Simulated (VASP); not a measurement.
# Cs4Te2O2F7 (a cell with a defect) in VASP: notebook

The runs below take Cs4Te2O2F7 (a cell with a defect) through single point, molecular dynamics, with PBEsol.

Everything below comes from runs of VASP 6.6.1. Logs are shortened: lines on timing, memory, paths and dates and some standing lists are left out, and cuts for length are marked.

## Step 1: The cell of the first run

The cell holds a defect, 15 atoms: a = 8.049 Å, b = 8.049 Å, c = 7.171 Å, α = 90.00°, β = 90.00°, γ = 130.85°.

## Step 2: Single point, PBEsol

INCAR

```
ALGO = Normal
EDIFF = 1E-7
ENCUT = 520
GGA = PS
ISIF = 2
ISMEAR = -1
LASPH = T
LCHARG = F
LREAL = Auto
LWAVE = F
NBANDS = 68
NELM = 100
PREC = Accurate
SIGMA = 0.05
```

KPOINTS

```
k-points
0
Gamma
  2 2 1
```

POSCAR

```
Cs4Te2O2F7
1.0
    3.3475000000     -7.3202000000      0.0000000000
    3.3475000000      7.3202000000      0.0000000000
    0.0000000000      0.0000000000      7.1709000000
Cs Te O F
4 2 2 7
Direct
    0.4383392097      0.5697563841      0.2496897182
    0.5614167251      0.4348491450      0.7517605879
    0.7662998181      0.2572700102      0.2518930678
    0.2233514406      0.7519435556      0.7521092192
    0.0942599021      0.8817520471      0.2534688812
    0.8957348968      0.0998140203      0.7540057733
    0.2506704447      0.7760659257      0.2251321313
    0.7845569036      0.2401182271      0.7105663166
    0.3367509042      0.0910608957      0.0620145310
    0.6709026886      0.8522638536      0.5589674936
    0.1261118269      0.3486603912      0.9629335230
    0.9374353303      0.7431920036      0.4817526391
    0.6701987839      0.8806301929      0.9694459552
    0.3310615697      0.1223514251      0.4600817192
    0.1254448518      0.3629793454      0.5509489743
```

Potentials or basis: VASP PAW PBE potentials, release 64 (Cs_sv, Te, O, F).

Run with:

```
cat potpaw_PBE.64/Cs_sv/POTCAR potpaw_PBE.64/Te/POTCAR potpaw_PBE.64/O/POTCAR potpaw_PBE.64/F/POTCAR > POTCAR
mpirun -np 1 vasp_std > vasp.out
```

OUTCAR:

```text
EDIFF = 1E-7
   ENCUT = 520
   GGA = PS
   ISIF = 2
   ISMEAR = -1
   LASPH = T
   LREAL = Auto
   NELM = 100
   PREC = Accurate

 ion  position               nearest neighbor table
   1  0.438  0.570  0.250-
   2  0.561  0.435  0.752-
   3  0.766  0.257  0.252-
   4  0.223  0.752  0.752-
   5  0.094  0.882  0.253-  12 1.92   7 1.94   9 2.06  14 2.18
   6  0.896  0.100  0.754-   8 1.87  10 2.12  13 2.15  11 2.20  15 2.21
   7  0.251  0.776  0.225-   5 1.94
   8  0.785  0.240  0.711-   6 1.87
   9  0.337  0.091  0.062-   5 2.06
  10  0.671  0.852  0.559-   6 2.12
  11  0.126  0.349  0.963-   6 2.20
  12  0.937  0.743  0.482-   5 1.92
  13  0.670  0.881  0.969-   6 2.15
  14  0.331  0.122  0.460-   5 2.18
  15  0.125  0.363  0.551-   6 2.21

  LATTYP: Found a base centered orthorhombic cell.
 ALAT       =     6.6950000000
 B/A-ratio  =     2.1867662435
 C/A-ratio  =     1.0710828977

  Lattice vectors:

 A1 = (   3.3475000000,  -7.3202000000,   0.0000000000)
 A2 = (   3.3475000000,   7.3202000000,   0.0000000000)
 A3 = (   0.0000000000,   0.0000000000,   7.1709000000)

Analysis of symmetry for initial positions (statically):
=====================================================================
 Subroutine PRICEL returns:
 Original cell was already a primitive cell.

 Routine SETGRP: Setting up the symmetry group for a
 base centered orthorhombic supercell.

 Subroutine GETGRP returns: Found  1 space group operations
 (whereof  1 operations were pure point group operations)
 out of a pool of  8 trial point group operations.

The static configuration has the point symmetry C_1 .

Analysis of symmetry for dynamics (positions and initial velocities):
=====================================================================
 Subroutine PRICEL returns:
 Original cell was already a primitive cell.

 Routine SETGRP: Setting up the symmetry group for a
 base centered orthorhombic supercell.

 Subroutine GETGRP returns: Found  1 space group operations
 (whereof  1 operations were pure point group operations)
 out of a pool of  8 trial point group operations.

The dynamic configuration has the point symmetry C_1 .

 Subroutine INISYM returns: Found  1 space group operations
 (whereof  1 operations are pure point group operations),
 and found     1 'primitive' translations

----------------------------------------------------------------------------------------

                                     Primitive cell

  volume of cell :     351.4368

  direct lattice vectors                    reciprocal lattice vectors
     3.347500000 -7.320200000  0.000000000     0.149365198 -0.068304145  0.000000000
     3.347500000  7.320200000  0.000000000     0.149365198  0.068304145  0.000000000
     0.000000000  0.000000000  7.170900000     0.000000000  0.000000000  0.139452509

  length of vectors
     8.049290918  8.049290918  7.170900000     0.164241951  0.164241951  0.139452509

  position of ions in fractional coordinates (direct lattice)
     0.438339210  0.569756384  0.249689718
     0.561416725  0.434849145  0.751760588
     0.766299818  0.257270010  0.251893068
     0.223351441  0.751943556  0.752109219
     0.094259902  0.881752047  0.253468881
     0.895734897  0.099814020  0.754005773
     0.250670445  0.776065926  0.225132131
     0.784556904  0.240118227  0.710566317
     0.336750904  0.091060896  0.062014531
     0.670902689  0.852263854  0.558967494
     0.126111827  0.348660391  0.962933523
     0.937435330  0.743192004  0.481752639
     0.670198784  0.880630193  0.969445955
     0.331061570  0.122351425  0.460081719
     0.125444852  0.362979345  0.550948974

  ion indices of the primitive-cell ions
   primitive index   ion index
                 1           1
                 2           2
                 3           3
                 4           4
                 5           5
                 6           6
                 7           7
                 8           8
                 9           9
                10          10
                11          11
                12          12
                13          13
                14          14
                15          15

----------------------------------------------------------------------------------------

 KPOINTS: k-points

Automatic generation of k-mesh.
 Grid dimensions read from file:
 generate k-points for:    2    2    1

 Generating k-lattice:

  Cartesian coordinates                     Fractional coordinates (reciprocal lattice)
     0.074682599 -0.034152072  0.000000000     0.500000000  0.000000000  0.000000000
     0.074682599  0.034152072  0.000000000     0.000000000  0.500000000  0.000000000
     0.000000000  0.000000000  0.139452509     0.000000000  0.000000000  1.000000000

  Length of vectors
     0.082120976  0.082120976  0.139452509

  Shift w.r.t. Gamma in fractional coordinates (k-lattice)
     0.000000000  0.000000000  0.000000000

 Subroutine IBZKPT returns following result:
 ===========================================

 Found      4 irreducible k-points:

 Following reciprocal coordinates:
            Coordinates               Weight
  0.000000  0.000000  0.000000      1.000000
  0.500000 -0.000000  0.000000      1.000000
 -0.000000  0.500000  0.000000      1.000000
  0.500000  0.500000  0.000000      1.000000
   k-points           NKPTS =      4   k-points in BZ     NKDIM =      4   number of bands    NBANDS=     68
   number of dos      NEDOS =    301   number of ions     NIONS =     15
   total plane-waves  NPLWV = 194400
   dimension x,y,z NGX =    60 NGY =   60 NGZ =   54
   dimension x,y,z NGXF=   120 NGYF=  120 NGZF=  108
   ions per type =               4   2   2   7
   NGX,Y,Z   is equivalent  to a cutoff of  12.39, 12.39, 12.52 a.u.
   NGXF,Y,Z  is equivalent  to a cutoff of  24.78, 24.78, 25.04 a.u.
 SYSTEM =  unknown system
   PREC   = accura    normal or accurate (medium, high low for compatibility)
   ISTART =      0    job   : 0-new  1-cont  2-samecut
   ICHARG =      2    charge: 1-file 2-atom 10-const
   ISPIN  =      1    spin polarized calculation?
   LNONCOLLINEAR =      F non collinear calculations
   LSORBIT =      F    spin-orbit coupling
   LASPH  =      T    aspherical Exc in radial PAW
   ENCUT  =  520.0 eV  38.22 Ry    6.18 a.u.  14.97 14.97 13.33*2*pi/ulx,y,z
   NELM   =    100;   NELMIN=  2; NELMDL= -5     # of ELM steps
   EDIFF  = 0.1E-06   stopping-criterion for ELM
   LREAL  =      T    real-space projection
   EDIFFG = 0.1E-05   stopping-criterion for IOM
   NSW    =      0    number of steps for IOM
   IBRION =     -1    ionic relax: 0-MD 1-quasi-New 2-CG
   NFREE  =      0    steps in history (QN), initial steepest desc. (CG)
   ISIF   =      2    stress and relaxation
   ISYM   =      2    0-nonsym 1-usesym 2-fastsym
   POTIM  = 0.5000    time-step for ionic-motion
   TEBEG  =    0.0;   TEEND  =   0.0 temperature during run
   PSTRESS=    0.0 pullay stress
   NELECT =     109.0000    total number of electrons
   NUPDOWN=      -1.0000    fix difference up-down
   EMIN   =  10.00;   EMAX   =-10.00  energy-range for DOS
   EFERMI =   0.00;   METHOD = LEGACY
   ISMEAR =    -1;   SIGMA  =   0.05  broadening in eV -4-tet -1-fermi 0-gaus
   EFERMI_NEDOS =   21; number of points for ismear=-14 and -15
   IALGO  =     38    algorithm
   IMIX   =      4    mixing-type and parameters
     AMIX     =   0.40;   BMIX     =  1.00
     AMIX_MAG =   1.60;   BMIX_MAG =  1.00
  volume/ion in A,a.u.               =      23.43       158.11
  Fermi-wavevector in a.u.,A,eV,Ry     =   1.108157  2.094113 16.708115  1.228012
  Thomas-Fermi vector in A             =   2.244680
   LORBIT       =      0    0 simple, 1 ext, 2 COOP (PROOUT), +10 PAW based schemes
   GGA     = PS    functional components
   LHFCALC =     F    Hartree Fock is set to
   AEXX    =    0.0000 exact exchange contribution
   IVDW    =     0    specifies the selected vdW correction
   LEPSILON=     F    determine dielectric tensor
   LRPA    =     F    only Hartree local field effects (RPA)
 non-spin polarized calculation
  energy-cutoff  :      520.00
  volume of cell :      351.44
 maximum number of plane-waves:      9488
 NGX is ok and might be reduce to    60
   NGX = 29   NGY = 29   NGZ = 27

 number of electron     109.0000009 magnetization

 Free energy of the ion-electron system (eV)
  ---------------------------------------------------
  ext. energy  EPLUGINS =         0.00000000
  ---------------------------------------------------
  free energy    TOTEN  =       -65.96497993 eV

  energy without entropy =      -65.90655000  energy(sigma->0) =      -65.93576496

 E-fermi :   3.0005     XC(G=0):  -8.5684

 val. band max:        2.9901500783   @ k =   0.5000  -0.0000   0.0000
 cond. band min:       3.0106264247   @ k =   0.5000   0.5000   0.0000
 fundamental gap:      0.0204763463
 Fermi energy:         3.0004864864

 k-point     1 :       0.0000    0.0000    0.0000
  band No.  band energies     occupation
      1     -22.7675      2.00000
      2     -21.8649      2.00000
      3     -21.5742      2.00000
      4     -21.2829      2.00000
      5     -21.2383      2.00000
      6     -20.7875      2.00000
[... 58 lines left out ...]
     65       7.4923      0.00000
     66       7.5297      0.00000

 k-point     2 :       0.5000   -0.0000    0.0000
  band No.  band energies     occupation
      1     -22.7655      2.00000
      2     -21.8533      2.00000
      3     -21.5711      2.00000
      4     -21.2861      2.00000
      5     -21.2518      2.00000
      6     -20.7934      2.00000
[... 58 lines left out ...]
     65       7.4458      0.00000
     66       7.6123      0.00000

 k-point     3 :      -0.0000    0.5000    0.0000
  band No.  band energies     occupation
      1     -22.7656      2.00000
      2     -21.8528      2.00000
      3     -21.5712      2.00000
      4     -21.2838      2.00000
      5     -21.2543      2.00000
      6     -20.7941      2.00000
[... 58 lines left out ...]
     65       7.3834      0.00000
     66       7.4611      0.00000

 k-point     4 :       0.5000    0.5000    0.0000
  band No.  band energies     occupation
      1     -22.7673      2.00000
      2     -21.8649      2.00000
      3     -21.5742      2.00000
      4     -21.2781      2.00000
      5     -21.2434      2.00000
      6     -20.7862      2.00000
[... 58 lines left out ...]
     65       7.3115      0.00000
     66       7.6029      0.00000
 [bands above 66 left out]

------------------------ aborting loop because EDIFF is reached ----------------------------------------

  FORCE on cell =-STRESS in cart. coord.  units (eV):
  Direction    XX          YY          ZZ          XY          YZ          ZX
  --------------------------------------------------------------------------------------
  -------------------------------------------------------------------------------------
  Total       -1.5794438     -7.2066842      2.7570456     -0.7783366     -0.1344048     -2.7614845
  in kB       -7.2005814    -32.8548041     12.5691913     -3.5483861     -0.6127425    -12.5894281
  external PRESSURE =      -9.1620647 kB  Pullay stress =       0.0000000 kB

 VOLUME and BASIS-vectors are now :
 -----------------------------------------------------------------------------
  energy-cutoff  :      520.00
  volume of cell :      351.44
      direct lattice vectors                 reciprocal lattice vectors
     3.347500000 -7.320200000  0.000000000     0.149365198 -0.068304145  0.000000000
     3.347500000  7.320200000  0.000000000     0.149365198  0.068304145  0.000000000
     0.000000000  0.000000000  7.170900000     0.000000000  0.000000000  0.139452509

 POSITION                                       TOTAL-FORCE (eV/Angst)
 -----------------------------------------------------------------------------------
      3.37460      0.96200      1.79050        -0.245751      0.052322      0.207583
      3.33500     -0.92650      5.39080        -0.195489     -0.044531     -0.011524
      3.42640     -3.72620      1.80630        -0.170384     -0.116512      0.150510
      3.26480      3.86940      5.39330         0.204222     -0.325010      0.098007
      3.26720      5.76460      1.81760         1.374767     -1.799886     -2.588473
      3.33260     -5.82630      5.40690         1.106487      2.331256     -0.889938
      3.43700      3.84600      1.61440        -0.936605      1.755880      1.228932
      3.43010     -3.98540      5.09540        -0.921428     -1.424125      1.123441
      1.43210     -1.79850      0.44470         0.947948      0.710683     -1.132617
      5.09880      1.32760      4.00830         0.453191      0.180496      0.598718
      1.58930      1.62910      6.90510        -0.828560     -0.026103     -0.634515
      5.62590     -1.42190      3.45460        -1.534588     -0.348208      1.945344
      5.19140      1.54040      6.95180         0.732060      0.145900     -0.800360
      1.51780     -1.52780      3.29920         0.404406     -0.235670      0.321069
      1.63500      1.73880      3.95080        -0.390275     -0.856493      0.383824
 -----------------------------------------------------------------------------------
    total drift:                               -0.003424      0.004430      0.000848

  FREE ENERGIE OF THE ION-ELECTRON SYSTEM (eV)
  ---------------------------------------------------
  free  energy   TOTEN  =       -65.9649799285 eV

  energy  without entropy=      -65.9065499975  energy(sigma->0) =      -65.93576496
```

Run time: 5 min. Hardware: 1 thread of Intel Xeon Platinum 8488C (Sapphire Rapids), shared host; peak memory 0.47 GiB.

What came out:

- Free energy: -65.9650 eV
- Pressure: -0.9 GPa
- Largest force: 3.439 eV/Å

Forces on the atoms (eV/Å):
```
Cs  -0.246  0.052  0.208
Cs  -0.195 -0.045 -0.012
Cs  -0.170 -0.117  0.151
Cs   0.204 -0.325  0.098
Te   1.375 -1.800 -2.588
Te   1.106  2.331 -0.890
O   -0.937  1.756  1.229
O   -0.921 -1.424  1.123
F    0.948  0.711 -1.133
F    0.453  0.180  0.599
F   -0.829 -0.026 -0.635
F   -1.535 -0.348  1.945
F    0.732  0.146 -0.800
F    0.404 -0.236  0.321
F   -0.390 -0.856  0.384
```

Stress tensor (GPa, compression positive):
```
-0.72 -0.35 -1.26
-0.35 -3.29 -0.06
-1.26 -0.06  1.26
```

Levels at points of the mesh, in eV from the Fermi level:
```tsv
k point	band 50	band 51	band 52	band 53	band 54	band 55	band 56	band 57	band 58	band 59
(0.00, 0.00, 0.00)	-3.98	-3.54	-3.21	-2.91	-2.51	0.07	0.88	1.46	1.70	1.91
(0.50, 0.00, 0.00)	-3.95	-3.64	-3.34	-3.04	-2.58	-0.01	0.87	1.23	1.78	2.08
(0.00, 0.50, 0.00)	-3.99	-3.64	-3.32	-3.03	-2.61	-0.07	0.88	1.30	1.70	2.14
(0.50, 0.50, 0.00)	-3.97	-3.55	-3.22	-2.91	-2.52	0.01	0.81	1.40	1.62	1.88
```

Caveat: the k points lie up to 0.88 Å⁻¹ apart; the PAW data sets were made with another functional, which shifts forces and pressure a little; spin-orbit coupling is left out, which moves the levels of the heavy elements; an odd number of electrons without spin polarisation forces a metal; a magnetic or distorted state may lie lower.

(Continued in part 2 of 3.)
